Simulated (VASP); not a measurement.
# WS2 in VASP: further runs

The runs below take WS2 through single point, with PBE+D3(BJ).

Program: VASP 6.6.1. These are calculated values, not measurements. Logs are shortened: lines on timing, memory, paths and dates and some standing lists are left out, and cuts for length are marked.

## 1. The cell of the first run

The cell holds a slab with vacuum, 6 atoms: a = 3.160 Å, b = 3.160 Å, c = 23.804 Å, α = 90.00°, β = 90.00°, γ = 120.00°.

## 2. Single point, PBE+D3(BJ)

File INCAR:

```
PREC = Accurate
ENCUT = 520
EDIFF = 1E-6
ISMEAR = 0
SIGMA = 0.05
LREAL = F
LASPH = T
NELM = 80
ALGO = Normal
ISIF = 2
LWAVE = F
LCHARG = F
LDIPOL = T
IDIPOL = 3
DIPOL = 0.5 0.5 0.398
GGA = PE
IVDW = 12
NBANDS = 35
```

File KPOINTS:

```
regular mesh
0
Gamma
  9 9 1
```

File POSCAR:

```
WS2
1.0
    3.1595456749      0.0000000000      0.0000000000
   -1.5797728375      2.7362468188      0.0000000000
    0.0000000000      0.0000000000     23.8042574588
S W
4 2
Direct
    0.3333333333      0.6666666667      0.1890418135
    0.3333333333      0.6666666667      0.3214605094
    0.6666666667      1.3333333333      0.4743743319
    0.6666666667      1.3333333333      0.6067930278
    0.6666666667      0.3333333333      0.2552511583
    1.0000000000      1.0000000000      0.5405836767
```

Potentials or basis: VASP PAW PBE potentials, release 64 (S, W_sv).

Launch:

```bash
$ cat potpaw_PBE.64/S/POTCAR potpaw_PBE.64/W_sv/POTCAR > POTCAR
$ mpirun -np 1 vasp_std > vasp.out
```

OUTCAR:

```text
PREC = Accurate
   ENCUT = 520
   EDIFF = 1E-6
   ISMEAR = 0
   LREAL = F
   LASPH = T
   NELM = 80
   ISIF = 2
   GGA = PE
   IVDW = 12
 IVDW          = 12

 ion  position               nearest neighbor table
   1  0.333  0.667  0.189-   5 2.41   5 2.41   5 2.41
   2  0.333  0.667  0.321-   5 2.41   5 2.41   5 2.41
   3  0.667  0.333  0.474-   6 2.41   6 2.41   6 2.41
   4  0.667  0.333  0.607-   6 2.41   6 2.41   6 2.41
   5  0.667  0.333  0.255-   1 2.41   1 2.41   1 2.41   2 2.41   2 2.41   2 2.41
   6  0.000  0.000  0.541-   3 2.41   3 2.41   3 2.41   4 2.41   4 2.41   4 2.41

  LATTYP: Found a hexagonal cell.
 ALAT       =     3.1595456749
 C/A-ratio  =     7.5340760692

  Lattice vectors:

 A1 = (   3.1595456749,   0.0000000000,   0.0000000000)
 A2 = (  -1.5797728375,   2.7362468188,   0.0000000000)
 A3 = (   0.0000000000,   0.0000000000,  23.8042574588)

Analysis of symmetry for initial positions (statically):
=====================================================================
 Subroutine PRICEL returns:
 Original cell was already a primitive cell.

 Routine SETGRP: Setting up the symmetry group for a
 hexagonal supercell.

 Subroutine GETGRP returns: Found  6 space group operations
 (whereof  6 operations were pure point group operations)
 out of a pool of 24 trial point group operations.

The static configuration has the point symmetry C_3v.

Analysis of symmetry for dynamics (positions and initial velocities):
=====================================================================
 Subroutine PRICEL returns:
 Original cell was already a primitive cell.

 Routine SETGRP: Setting up the symmetry group for a
 hexagonal supercell.

 Subroutine GETGRP returns: Found  6 space group operations
 (whereof  6 operations were pure point group operations)
 out of a pool of 24 trial point group operations.

The dynamic configuration has the point symmetry C_3v.

 Subroutine INISYM returns: Found  6 space group operations
 (whereof  6 operations are pure point group operations),
 and found     1 'primitive' translations

----------------------------------------------------------------------------------------

                                     Primitive cell

  volume of cell :     205.7949

  direct lattice vectors                    reciprocal lattice vectors
     3.159545675  0.000000000  0.000000000     0.316501201  0.182732053  0.000000000
[... 90 lines left out ...]
   TEBEG  =    0.0;   TEEND  =   0.0 temperature during run
   PSTRESS=    0.0 pullay stress
   NELECT =      52.0000    total number of electrons
   NUPDOWN=      -1.0000    fix difference up-down
   EMIN   =  10.00;   EMAX   =-10.00  energy-range for DOS
   EFERMI =   0.00;   METHOD = LEGACY
   ISMEAR =     0;   SIGMA  =   0.05  broadening in eV -4-tet -1-fermi 0-gaus
   EFERMI_NEDOS =   21; number of points for ismear=-14 and -15
   IALGO  =     38    algorithm
   IMIX   =      4    mixing-type and parameters
     AMIX     =   0.40;   BMIX     =  1.00
     AMIX_MAG =   1.60;   BMIX_MAG =  1.00
  volume/ion in A,a.u.               =      34.30       231.46
  Fermi-wavevector in a.u.,A,eV,Ry     =   1.034978  1.955825 14.574280  1.071179
  Thomas-Fermi vector in A             =   2.169299
   LORBIT       =      0    0 simple, 1 ext, 2 COOP (PROOUT), +10 PAW based schemes
   GGA     = PE    functional components
   LHFCALC =     F    Hartree Fock is set to
   AEXX    =    0.0000 exact exchange contribution
   IVDW    =    12    specifies the selected vdW correction
   LEPSILON=     F    determine dielectric tensor
   LRPA    =     F    only Hartree local field effects (RPA)
 non-spin polarized calculation
 Gauss-broadening in eV      SIGMA  =   0.05
  energy-cutoff  :      520.00
  volume of cell :      205.79
 maximum number of plane-waves:      5566
 NGX is ok and might be reduce to    24
   NGX = 11   NGY = 11   NGZ = 89

 dipolmoment           0.000000      0.000000     -0.000001 electrons x Angstroem

 number of electron      51.9999994 magnetization

 dipolmoment           0.000000      0.000000      0.000668 electrons x Angstroem

 Free energy of the ion-electron system (eV)
  ---------------------------------------------------
  ext. energy  EPLUGINS =         0.00000000
  ---------------------------------------------------
  free energy    TOTEN  =       -47.33135322 eV

  energy without entropy =      -47.33135322  energy(sigma->0) =      -47.33135322

 E-fermi :   1.1571     XC(G=0):  -6.1898

 val. band max:        0.9155109531   @ k =   0.0000   0.0000   0.0000
 cond. band min:       2.7282270024   @ k =   0.3333   0.3333   0.0000
 fundamental gap:      1.8127160492
 Fermi energy:         1.1571034618

 k-point     1 :       0.0000    0.0000    0.0000
  band No.  band energies     occupation
      1     -73.2021      2.00000
      2     -73.1885      2.00000
      3     -37.4539      2.00000
      4     -37.4402      2.00000
      5     -37.2795      2.00000
      6     -37.2795      2.00000
[... 445 lines left out ...]
     34       6.4472      0.00000
     35       7.3153      0.00000

------------------------ aborting loop because EDIFF is reached ----------------------------------------

 vacuum level on the upper side and lower side of the slab       (xc-potential included)        -0.171        -0.186

 Edisp (eV)   -2.08255

 E8    (eV) :    -0.9049

  FORCE on cell =-STRESS in cart. coord.  units (eV):
  Direction    XX          YY          ZZ          XY          YZ          ZX
  --------------------------------------------------------------------------------------
  -------------------------------------------------------------------------------------
  Total      -0.20779    -0.20779    -0.71053     0.00000     0.00000    -0.00000
  in kB      -1.61769    -1.61769    -5.53173     0.00000     0.00000    -0.00000
  external pressure =       -2.92 kB  Pullay stress =        0.00 kB

 VOLUME and BASIS-vectors are now :
 -----------------------------------------------------------------------------
  energy-cutoff  :      520.00
  volume of cell :      205.79
      direct lattice vectors                 reciprocal lattice vectors
     3.159545675  0.000000000  0.000000000     0.316501201  0.182732053  0.000000000
    -1.579772837  2.736246819  0.000000000     0.000000000  0.365464107  0.000000000
     0.000000000  0.000000000 23.804257459     0.000000000  0.000000000  0.042009292

 POSITION                                       TOTAL-FORCE (eV/Angst)
 -----------------------------------------------------------------------------------
     -0.00000      1.82416      4.50000        -0.000000      0.000000      0.004944
     -0.00000      1.82416      7.65213         0.000000     -0.000000      0.076779
      1.57977      0.91208     11.29213        -0.000000      0.000000     -0.075043
      1.57977      0.91208     14.44426         0.000000      0.000000     -0.004147
      1.57977      0.91208      6.07606         0.000000     -0.000000      0.044124
      0.00000      0.00000     12.86819         0.000000      0.000000     -0.046656
 -----------------------------------------------------------------------------------
    total drift:                               -0.000000      0.000000      0.000134

  FREE ENERGIE OF THE ION-ELECTRON SYSTEM (eV)
  ---------------------------------------------------
  free  energy   TOTEN  =       -49.4139019032 eV

  energy  without entropy=      -49.4139019032  energy(sigma->0) =      -49.41390190

 vacuum level on the upper side and lower side of the slab         6.360         6.345
```

OSZICAR:

```text
N       E                     dE             d eps       ncg     rms          rms(c)
DAV:   1     0.489406629106E+03    0.48941E+03   -0.27677E+04   976   0.132E+03
DAV:   2    -0.172428394924E+02   -0.50665E+03   -0.49260E+03  1078   0.346E+02
DAV:   3    -0.490815357070E+02   -0.31839E+02   -0.31476E+02  1050   0.851E+01
[... 15 lines left out ...]
DAV:  19    -0.473313228761E+02   -0.31641E-04   -0.14101E-06   713   0.384E-03    0.400E-03
DAV:  20    -0.473313394398E+02   -0.16564E-04   -0.59700E-07   708   0.200E-03    0.219E-03
DAV:  21    -0.473313509022E+02   -0.11462E-04   -0.73108E-07   716   0.200E-03    0.166E-03
DAV:  22    -0.473313526401E+02   -0.17378E-05   -0.54357E-08   596   0.817E-04    0.863E-04
DAV:  23    -0.473313532154E+02   -0.57530E-06   -0.22326E-08   530   0.435E-04
   1 F= -.49413902E+02 E0= -.49413902E+02  d E =-.252659E-13
```

stdout:

```text
POSCAR found type information on POSCAR S W
 POSCAR found :  2 types and       6 ions
 scaLAPACK will be used
 LDA part: xc-table for (Slater+PW92), standard interpolation
 POSCAR, INCAR and KPOINTS ok, starting setup
 FFT: planning ... GRIDC
 FFT: planning ... GRID_SOFT
 FFT: planning ... GRID
 WAVECAR not read
 entering main loop
```

It took 2 min on 1 thread of Intel Xeon Platinum 8488C (Sapphire Rapids), shared host; peak memory 0.34 GiB.

What came out:

| Item | Value |
| --- | --- |
| Free energy | -49.4139 eV |
| Largest force | 0.077 eV/Å |
| Band gap on the k mesh | 1.81 eV, indirect (least direct gap 1.91 eV) |
| Dispersion energy per atom | -0.347 eV |

Forces in eV/Å, atoms in the order of the input:
```
S    0.000  0.000  0.005
S    0.000  0.000  0.077
S    0.000  0.000 -0.075
S    0.000  0.000 -0.004
W    0.000  0.000  0.044
W    0.000  0.000 -0.047
```

Caveat: spin-orbit coupling is left out, which moves the levels of the heavy elements.

## 3. Single point, PBE+D3(BJ)

File INCAR:

```
SYSTEM = WS2
PREC = Accurate
ENCUT = 520
EDIFF = 1E-6
ISMEAR = 0
SIGMA = 0.05
LREAL = .False.
LASPH = .True.
NELM = 80
ALGO = Normal
ISIF = 2
LWAVE = .False.
LCHARG = .True.
LDIPOL = .True.
IDIPOL = 3
DIPOL = 0.5 0.5 0.398
GGA = PE
IVDW = 12
LELF = .True.
LVHAR = .True.
LVACPOTAV = .True.
NBANDS = 35
```

File KPOINTS:

```
Automatic mesh
0
Gamma
  9 9 1
  0 0 0
```

POSCAR is that of step 2.

Potentials or basis: VASP PAW PBE potentials, release 64 (S, W_sv).

Launch:

```bash
$ cat potpaw_PBE.64/S/POTCAR potpaw_PBE.64/W_sv/POTCAR > POTCAR
$ mpirun -np 1 vasp_std > vasp.out
```

It took 1.9 min on 1 thread of Intel Xeon Platinum 8488C (Sapphire Rapids), shared host; peak memory 0.34 GiB.

It converged, with:

| Item | Value |
| --- | --- |
| Free energy | -49.4139 eV |
| Largest force | 0.077 eV/Å |
| Band gap on the k mesh | 1.81 eV, indirect (least direct gap 1.91 eV) |
| Dispersion energy per atom | -0.347 eV |

Forces in eV/Å, atoms in the order of the input:
```
S    0.000  0.000  0.005
S    0.000  0.000  0.077
S    0.000  0.000 -0.075
S    0.000  0.000 -0.004
W    0.000  0.000  0.044
W    0.000  0.000 -0.047
```

Levels at points of the mesh, in eV from the valence-band top:
```
           k point  band 23  band 24  band 25  band 26  band 27  band 28  band 29  band 30
(0.00, 0.00, 0.00)    -1.66    -1.66    -0.39     0.00     2.82     2.82     2.84     2.84
```

Caveat: spin-orbit coupling is left out, which moves the levels of the heavy elements.
